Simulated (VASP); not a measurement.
# NaF (Fm-3m) in VASP: notebook

NaF is run at these levels: PBE; tasks: single point.

All numbers are computed with VASP 6.6.1; they aren't measurements. Logs are shortened: lines on timing, memory, paths and dates and some standing lists are left out, and cuts for length are marked.

### 1 The cell of the first run

The structure is cubic, space group Fm-3m (No. 225). Conventional cell: a = 4.594 Å, b = 4.594 Å, c = 4.594 Å, α = 90.00°, β = 90.00°, γ = 90.00°. Na (site symmetry m-3m) has 6 F at 2.30 Å within 3.0 Å. Within 3.0 Å of F (site symmetry m-3m) lie 6 Na at 2.30 Å.

### 2 Single point, PBE

Input file INCAR:

```
SYSTEM = NaF
  PREC = Accurate
  ENCUT = 600
  EDIFF = 1E-6
  ISMEAR = 0
  SIGMA = 0.01
  LREAL = .FALSE.
  LASPH = .TRUE.
  NELM = 120
  ALGO = Normal
  ISIF = 2
  LWAVE = .FALSE.
  LCHARG = .FALSE.
  GGA = PE
  NBANDS = 14
  GGA_COMPAT = .FALSE.
```

Input file KPOINTS:

```
Automatic mesh
0
G
  6 6 6
  0 0 0
```

Input file POSCAR:

```
NaF
1.0
    0.0000000000      2.2972433055      2.2972433055
    2.2972433055      0.0000000000      2.2972433055
    2.2972433055      2.2972433055      0.0000000000
Na F
1 1
Direct
    0.0000000000      0.0000000000      0.0000000000
    0.5000000000      0.5000000000      0.5000000000
```

Potentials or basis: VASP PAW PBE potentials, release 64 (Na_pv, F).

Run with:

```sh
cat potpaw_PBE.64/Na_pv/POTCAR potpaw_PBE.64/F/POTCAR > POTCAR
mpirun -np 1 vasp_std > vasp.out
```

OUTCAR:

```text
SYSTEM = NaF
   PREC = Accurate
   ENCUT = 600
   EDIFF = 1E-6
   ISMEAR = 0
   LREAL = .FALSE.
   LASPH = .TRUE.
   NELM = 120
   ISIF = 2
   GGA = PE

 ion  position               nearest neighbor table
   1  0.000  0.000  0.000-   2 2.30   2 2.30   2 2.30   2 2.30   2 2.30   2 2.30
   2  0.500  0.500  0.500-   1 2.30   1 2.30   1 2.30   1 2.30   1 2.30   1 2.30

  LATTYP: Found a face centered cubic cell.
 ALAT       =     4.5944866110

  Lattice vectors:

 A1 = (   0.0000000000,   2.2972433055,   2.2972433055)
 A2 = (   2.2972433055,   0.0000000000,   2.2972433055)
 A3 = (   2.2972433055,   2.2972433055,   0.0000000000)

Analysis of symmetry for initial positions (statically):
=====================================================================
 Subroutine PRICEL returns:
 Original cell was already a primitive cell.

 Routine SETGRP: Setting up the symmetry group for a
 face centered cubic supercell.

 Subroutine GETGRP returns: Found 48 space group operations
[... 9 lines left out ...]

 Routine SETGRP: Setting up the symmetry group for a
 face centered cubic supercell.

 Subroutine GETGRP returns: Found 48 space group operations
[... 11 lines left out ...]
                                     Primitive cell

  volume of cell :      24.2466

  direct lattice vectors                    reciprocal lattice vectors
     0.000000000  2.297243305  2.297243305    -0.217652174  0.217652174  0.217652174
     2.297243305  0.000000000  2.297243305     0.217652174 -0.217652174  0.217652174
     2.297243305  2.297243305  0.000000000     0.217652174  0.217652174 -0.217652174

  length of vectors
     3.248792639  3.248792639  3.248792639     0.376984624  0.376984624  0.376984624

  position of ions in fractional coordinates (direct lattice)
     0.000000000  0.000000000  0.000000000
     0.500000000  0.500000000  0.500000000

  ion indices of the primitive-cell ions
   primitive index   ion index
                 1           1
                 2           2

----------------------------------------------------------------------------------------

 KPOINTS: Automatic mesh

Automatic generation of k-mesh.
 Grid dimensions read from file:
 generate k-points for:    6    6    6

 Generating k-lattice:

  Cartesian coordinates                     Fractional coordinates (reciprocal lattice)
    -0.036275362  0.036275362  0.036275362     0.166666667  0.000000000  0.000000000
     0.036275362 -0.036275362  0.036275362     0.000000000  0.166666667  0.000000000
     0.036275362  0.036275362 -0.036275362     0.000000000  0.000000000  0.166666667

  Length of vectors
     0.062830771  0.062830771  0.062830771

  Shift w.r.t. Gamma in fractional coordinates (k-lattice)
     0.000000000  0.000000000  0.000000000

 Subroutine IBZKPT returns following result:
 ===========================================

 Found     16 irreducible k-points:

 Following reciprocal coordinates:
            Coordinates               Weight
  0.000000  0.000000  0.000000      1.000000
  0.166667  0.000000  0.000000      8.000000
  0.333333  0.000000  0.000000      8.000000
  0.500000  0.000000  0.000000      4.000000
  0.166667  0.166667  0.000000      6.000000
  0.333333  0.166667  0.000000     24.000000
[... 8 lines left out ...]
 -0.333333  0.333333  0.166667     24.000000
 -0.333333  0.500000  0.166667     12.000000
   k-points           NKPTS =     16   k-points in BZ     NKDIM =     16   number of bands    NBANDS=     14
   number of dos      NEDOS =    301   number of ions     NIONS =      2
   total plane-waves  NPLWV =  21952
   dimension x,y,z NGX =    28 NGY =   28 NGZ =   28
   dimension x,y,z NGXF=    56 NGYF=   56 NGZF=   56
   ions per type =               1   1
   NGX,Y,Z   is equivalent  to a cutoff of  14.33, 14.33, 14.33 a.u.
   NGXF,Y,Z  is equivalent  to a cutoff of  28.66, 28.66, 28.66 a.u.
 SYSTEM =  NaF
   PREC   = accura    normal or accurate (medium, high low for compatibility)
   ISTART =      0    job   : 0-new  1-cont  2-samecut
   ICHARG =      2    charge: 1-file 2-atom 10-const
   ISPIN  =      1    spin polarized calculation?
   LNONCOLLINEAR =      F non collinear calculations
   LSORBIT =      F    spin-orbit coupling
   LASPH  =      T    aspherical Exc in radial PAW
   ENCUT  =  600.0 eV  44.10 Ry    6.64 a.u.   6.49  6.49  6.49*2*pi/ulx,y,z
   NELM   =    120;   NELMIN=  2; NELMDL= -5     # of ELM steps
   EDIFF  = 0.1E-05   stopping-criterion for ELM
   LREAL  =      F    real-space projection
   EDIFFG = 0.1E-04   stopping-criterion for IOM
   NSW    =      0    number of steps for IOM
   IBRION =     -1    ionic relax: 0-MD 1-quasi-New 2-CG
   NFREE  =      0    steps in history (QN), initial steepest desc. (CG)
   ISIF   =      2    stress and relaxation
   ISYM   =      2    0-nonsym 1-usesym 2-fastsym
   POTIM  = 0.5000    time-step for ionic-motion
   TEBEG  =    0.0;   TEEND  =   0.0 temperature during run
   PSTRESS=    0.0 pullay stress
   NELECT =      14.0000    total number of electrons
   NUPDOWN=      -1.0000    fix difference up-down
   EMIN   =  10.00;   EMAX   =-10.00  energy-range for DOS
   EFERMI =   0.00;   METHOD = LEGACY
   ISMEAR =     0;   SIGMA  =   0.01  broadening in eV -4-tet -1-fermi 0-gaus
   EFERMI_NEDOS =   21; number of points for ismear=-14 and -15
   IALGO  =     38    algorithm
   IMIX   =      4    mixing-type and parameters
     AMIX     =   0.40;   BMIX     =  1.00
     AMIX_MAG =   1.60;   BMIX_MAG =  1.00
  volume/ion in A,a.u.               =      12.12        81.81
  Fermi-wavevector in a.u.,A,eV,Ry     =   1.363224  2.576120 25.284786  1.858379
  Thomas-Fermi vector in A             =   2.489645
   LORBIT       =      0    0 simple, 1 ext, 2 COOP (PROOUT), +10 PAW based schemes
   GGA     = PE    functional components
   LHFCALC =     F    Hartree Fock is set to
   AEXX    =    0.0000 exact exchange contribution
   IVDW    =     0    specifies the selected vdW correction
   LEPSILON=     F    determine dielectric tensor
   LRPA    =     F    only Hartree local field effects (RPA)
 non-spin polarized calculation
 Gauss-broadening in eV      SIGMA  =   0.01
  energy-cutoff  :      600.00
  volume of cell :       24.25
 maximum number of plane-waves:       869
 NGX is ok and might be reduce to    28
   NGX = 13   NGY = 13   NGZ = 13

 number of electron      14.0000002 magnetization

 Free energy of the ion-electron system (eV)
  ---------------------------------------------------
  ext. energy  EPLUGINS =         0.00000000
  ---------------------------------------------------
  free energy    TOTEN  =        -8.55143768 eV

  energy without entropy =       -8.55143768  energy(sigma->0) =       -8.55143768

 E-fermi :  -1.8059     XC(G=0):  -9.2781

 val. band max:       -1.9732881055   @ k =   0.0000   0.0000   0.0000
 cond. band min:       4.4695076593   @ k =   0.0000   0.0000   0.0000
 fundamental gap:      6.4427957648
 Fermi energy:        -1.8058744501

 k-point     1 :       0.0000    0.0000    0.0000
  band No.  band energies     occupation
      1     -21.1907      2.00000
      2     -20.8416      2.00000
      3     -20.8416      2.00000
      4     -20.8416      2.00000
      5      -1.9733      2.00000
      6      -1.9733      2.00000
      7      -1.9733      2.00000
      8       4.4695      0.00000
      9      17.1899      0.00000
     10      17.1899      0.00000
     11      17.1899      0.00000
     12      20.1081      0.00000
     13      22.3127      0.00000
     14      22.3127      0.00000

 k-point     2 :       0.1667    0.0000    0.0000
  band No.  band energies     occupation
      1     -21.4508      2.00000
      2     -20.8449      2.00000
      3     -20.8449      2.00000
      4     -20.5445      2.00000
      5      -2.4741      2.00000
      6      -2.0410      2.00000
      7      -2.0410      2.00000
      8       5.4128      0.00000
      9      14.7020      0.00000
     10      17.6119      0.00000
     11      17.6119      0.00000
     12      21.4916      0.00000
     13      21.4916      0.00000
     14      22.6219      0.00000

 k-point     3 :       0.3333    0.0000    0.0000
  band No.  band energies     occupation
      1     -21.7084      2.00000
      2     -20.8513      2.00000
      3     -20.8513      2.00000
      4     -20.2114      2.00000
      5      -3.2754      2.00000
      6      -2.1747      2.00000
      7      -2.1747      2.00000
      8       7.4209      0.00000
      9      12.1997      0.00000
     10      18.2865      0.00000
     11      18.2865      0.00000
     12      21.0146      0.00000
     13      21.0146      0.00000
     14      22.4710      0.00000
[... 188 lines left out ...]
 k-point    15 :      -0.3333    0.3333    0.1667
  band No.  band energies     occupation
      1     -21.5222      2.00000
      2     -20.9238      2.00000
      3     -20.8981      2.00000
      4     -20.3102      2.00000
      5      -3.1427      2.00000
      6      -2.7243      2.00000
      7      -2.4014      2.00000
      8      10.6083      0.00000
      9      11.1331      0.00000
     10      14.4603      0.00000
     11      16.3360      0.00000
     12      20.9822      0.00000
     13      21.6919      0.00000
     14      26.3486      0.00000

 k-point    16 :      -0.3333    0.5000    0.1667
  band No.  band energies     occupation
      1     -21.3203      2.00000
      2     -20.9706      2.00000
      3     -20.9230      2.00000
      4     -20.4716      2.00000
      5      -3.0855      2.00000
      6      -2.6405      2.00000
      7      -2.5231      2.00000
      8      11.4101      0.00000
      9      11.4266      0.00000
     10      12.8907      0.00000
     11      16.0612      0.00000
     12      19.8146      0.00000
     13      24.4110      0.00000
     14      24.4781      0.00000

------------------------ aborting loop because EDIFF is reached ----------------------------------------

  FORCE on cell =-STRESS in cart. coord.  units (eV):
  Direction    XX          YY          ZZ          XY          YZ          ZX
  --------------------------------------------------------------------------------------
  -------------------------------------------------------------------------------------
  Total        0.5132587      0.5132587      0.5132587      0.0000000      0.0000000      0.0000000
  in kB       33.9153215     33.9153215     33.9153215      0.0000000      0.0000000      0.0000000
  external PRESSURE =      33.9153215 kB  Pullay stress =       0.0000000 kB

 VOLUME and BASIS-vectors are now :
 -----------------------------------------------------------------------------
  energy-cutoff  :      600.00
  volume of cell :       24.25
      direct lattice vectors                 reciprocal lattice vectors
     0.000000000  2.297243305  2.297243305    -0.217652174  0.217652174  0.217652174
     2.297243305  0.000000000  2.297243305     0.217652174 -0.217652174  0.217652174
     2.297243305  2.297243305  0.000000000     0.217652174  0.217652174 -0.217652174

 POSITION                                       TOTAL-FORCE (eV/Angst)
 -----------------------------------------------------------------------------------
      0.00000      0.00000      0.00000         0.000000     -0.000000     -0.000000
      2.29724      2.29724      2.29724         0.000000      0.000000      0.000000
 -----------------------------------------------------------------------------------
    total drift:                                0.000000      0.000000      0.000000

  FREE ENERGIE OF THE ION-ELECTRON SYSTEM (eV)
  ---------------------------------------------------
  free  energy   TOTEN  =        -8.5514376807 eV

  energy  without entropy=       -8.5514376807  energy(sigma->0) =       -8.55143768
```

Wall time 15 s (1 thread of Intel Xeon 8259CL, shared host); peak memory 0.15 GiB.

Results:

```yaml
Free_energy: -8.5514 eV
Pressure: 3.4 GPa
Band_gap_on_the_k_mesh: 6.44 eV, direct
```

PBE gaps usually lie below the measured ones, often by a third to a half.

### 3 Single point, PBE (volume changed by -5%)

Input file INCAR:

```
SYSTEM = NaF
ALGO     = Normal         ! electronic algorithm
EDIFF    = 1E-6           ! SCF threshold, eV
ENCUT    = 600            ! plane-wave cutoff, eV
GGA      = PE             ! functional
GGA_COMPAT= .FALSE.      
ISIF     = 2              ! what is computed and relaxed
ISMEAR   = 0              ! smearing method
LASPH    = .TRUE.         ! aspherical terms in the spheres
LCHARG   = .FALSE.        ! write CHGCAR
LREAL    = .FALSE.        ! projectors in reciprocal space
LWAVE    = .FALSE.        ! write WAVECAR
NBANDS   = 14             ! bands
NELM     = 120            ! most SCF steps
PREC     = Accurate       ! precision mode
SIGMA    = 0.01           ! smearing width, eV
```

Input file KPOINTS:

```
k-points
0
G
  6 6 6
  0 0 0
```

Input file POSCAR:

```
NaF
1.0
    0.0000000000      2.2582994549      2.2582994549
    2.2582994549      0.0000000000      2.2582994549
    2.2582994549      2.2582994549      0.0000000000
Na F
1 1
Direct
    0.0000000000      0.0000000000      0.0000000000
    0.5000000000      0.5000000000      0.5000000000
```

Potentials or basis: VASP PAW PBE potentials, release 64 (Na_pv, F).

Run with:

```sh
cat potpaw_PBE.64/Na_pv/POTCAR potpaw_PBE.64/F/POTCAR > POTCAR
mpirun -np 1 vasp_std > vasp.out
```

It took 13 s on 1 thread of Intel Xeon 8259CL, shared host; peak memory 0.14 GiB.

The run converged. Its results:

* Free energy: -8.5101 eV
* Pressure: 6.9 GPa
* Band gap on the k mesh: 6.74 eV, direct

Levels at points of the mesh, in eV from the valence-band top:
| k point | band 5 | band 6 | band 7 | band 8 | band 9 | band 10 |
| --- | --- | --- | --- | --- | --- | --- |
| (0.00, 0.00, 0.00) | 0.00 | 0.00 | 0.00 | 6.74 | 19.53 | 19.53 |
| (0.50, 0.00, 0.00) | -1.76 | -0.30 | -0.30 | 11.27 | 13.14 | 20.96 |
| (0.50, 0.50, 0.00) | -1.39 | -0.44 | -0.44 | 13.57 | 13.81 | 14.39 |

### 4 Single point, PBE (volume changed by -10%)

Input file INCAR:

```
SYSTEM = NaF
PREC = Accurate ; ENCUT = 600
EDIFF = 1E-6 ; ISMEAR = 0
SIGMA = 0.01 ; LREAL = .False.
LASPH = .True. ; NELM = 120
ALGO = Normal ; ISIF = 2
LWAVE = .False. ; LCHARG = .True.
GGA = PE ; LELF = .True.
LVHAR = .True. ; NBANDS = 14
GGA_COMPAT = .False.
```

Input file KPOINTS:

```
Automatic mesh
0
Gamma
  6 6 6
  0 0 0
```

Input file POSCAR:

```
NaF
1.0
    0.0000000000      2.2179640253      2.2179640253
    2.2179640253      0.0000000000      2.2179640253
    2.2179640253      2.2179640253      0.0000000000
Na F
1 1
Direct
    0.0000000000      0.0000000000      0.0000000000
    0.5000000000      0.5000000000      0.5000000000
```

Run with:

```sh
cat potpaw_PBE.64/Na_pv/POTCAR potpaw_PBE.64/F/POTCAR > POTCAR
mpirun -np 1 vasp_std > vasp.out
```

It took 14 s on 1 thread of Intel Xeon 8259CL, shared host; peak memory 0.15 GiB.

It converged, with:

| Quantity | Value |
| --- | --- |
| Free energy | -8.4383 eV |
| Pressure | 11.5 GPa |
| Band gap on the k mesh | 7.07 eV, direct |

Levels at points of the mesh, in eV from the valence-band top:
| k point | band 4 | band 5 | band 6 | band 7 | band 8 | band 9 | band 10 | band 11 |
| --- | --- | --- | --- | --- | --- | --- | --- | --- |
| (0.00, 0.00, 0.00) | -18.58 | 0.00 | 0.00 | 0.00 | 7.07 | 19.92 | 19.92 | 19.92 |
| (0.50, 0.00, 0.00) | -17.80 | -1.89 | -0.33 | -0.33 | 11.63 | 13.63 | 21.58 | 21.58 |
| (0.50, 0.50, 0.00) | -18.66 | -1.48 | -0.47 | -0.47 | 13.74 | 14.29 | 14.98 | 21.55 |

### 5 Single point, PBE (volume changed by +5%)

Input file INCAR:

```
  ALGO = Normal
  EDIFF = 1E-6
  ENCUT = 600
  GGA = PE
  GGA_COMPAT = F
  ISIF = 2
  ISMEAR = 0
  LASPH = T
  LCHARG = F
  LREAL = F
  LWAVE = F
  NBANDS = 14
  NELM = 120
  PREC = Accurate
  SIGMA = 0.01
```

Input file KPOINTS:

```
k-points
0
Gamma
  6 6 6
```

Input file POSCAR:

```
NaF
1.0
    0.0000000000      2.3349097264      2.3349097264
    2.3349097264      0.0000000000      2.3349097264
    2.3349097264      2.3349097264      0.0000000000
Na F
1 1
Direct
    0.0000000000      0.0000000000      0.0000000000
    0.5000000000      0.5000000000      0.5000000000
```

Run with:

```sh
cat potpaw_PBE.64/Na_pv/POTCAR potpaw_PBE.64/F/POTCAR > POTCAR
mpirun -np 1 vasp_std > vasp.out
```

Wall time 15 s (1 thread of Intel Xeon 8259CL, shared host); peak memory 0.15 GiB.

Results (log left out):

| Item | Value |
| --- | --- |
| Free energy | -8.5695 eV |
| Pressure | 0.7 GPa |
| Band gap on the k mesh | 6.18 eV, direct |

Levels at points of the mesh, in eV from the valence-band top:
```tsv
k point	band 5	band 6	band 7	band 8	band 9	band 10
(0.00, 0.00, 0.00)	0.00	0.00	0.00	6.18	18.81	18.81
(0.50, 0.00, 0.00)	-1.54	-0.24	-0.24	10.64	12.27	19.86
(0.50, 0.50, 0.00)	-1.24	-0.39	-0.39	12.96	13.23	13.38
```

### 6 Single point, PBE (volume changed by +10%)

Input file INCAR:

```
ALGO = Normal
EDIFF = 1E-6
ENCUT = 600
GGA = PE
GGA_COMPAT = F
ISIF = 2
ISMEAR = 0
LASPH = T
LCHARG = F
LREAL = F
LWAVE = F
NBANDS = 14
NELM = 120
PREC = Accurate
SIGMA = 0.01
```

KPOINTS is that of step 5.

Input file POSCAR:

```
NaF
1.0
    0.0000000000      2.3713985846      2.3713985846
    2.3713985846      0.0000000000      2.3713985846
    2.3713985846      2.3713985846      0.0000000000
Na F
1 1
Direct
    0.0000000000      0.0000000000      0.0000000000
    0.5000000000      0.5000000000      0.5000000000
```

Potentials or basis: VASP PAW PBE potentials, release 64 (Na_pv, F).

Run with:

```sh
cat potpaw_PBE.64/Na_pv/POTCAR potpaw_PBE.64/F/POTCAR > POTCAR
mpirun -np 1 vasp_std > vasp.out
```

Wall time 16 s (1 thread of Intel Xeon 8259CL, shared host); peak memory 0.14 GiB.

Results (log left out):

```yaml
Free_energy: -8.5692 eV
Pressure: -1.4 GPa
Band_gap_on_the_k_mesh: 5.94 eV, direct
```

Levels at points of the mesh, in eV from the valence-band top:
```
           k point  band 5  band 6  band 7  band 8  band 9  band 10
(0.00, 0.00, 0.00)    0.00    0.00    0.00    5.94   18.48    18.48
(0.50, 0.00, 0.00)   -1.44   -0.22   -0.22   10.36   11.88    19.36
(0.50, 0.50, 0.00)   -1.17   -0.37   -0.37   12.59   12.93    13.06
```

### 7 Overview

| cell | gap on the mesh (eV) | pressure (GPa) |
| --- | --- | --- |
| a = 3.249 Å, angles 60.0°, 2 atoms | 6.44 | 3.4 |
| a = 3.194 Å, angles 60.0°, 2 atoms | 6.74 | 6.9 |
| a = 3.137 Å, angles 60.0°, 2 atoms | 7.07 | 11.5 |
| a = 3.302 Å, angles 60.0°, 2 atoms | 6.18 | 0.7 |
| a = 3.354 Å, angles 60.0°, 2 atoms | 5.94 | -1.4 |

Alike in all rows: task single point; level PBE; potentials or basis VASP PAW PBE potentials, release 64 (Na_pv, F); no spin polarisation; k mesh 6 × 6 × 6; cutoff (eV) 600; smearing gaussian 0.01 eV.

Absolute energies hang on the potentials; compare differences alone.
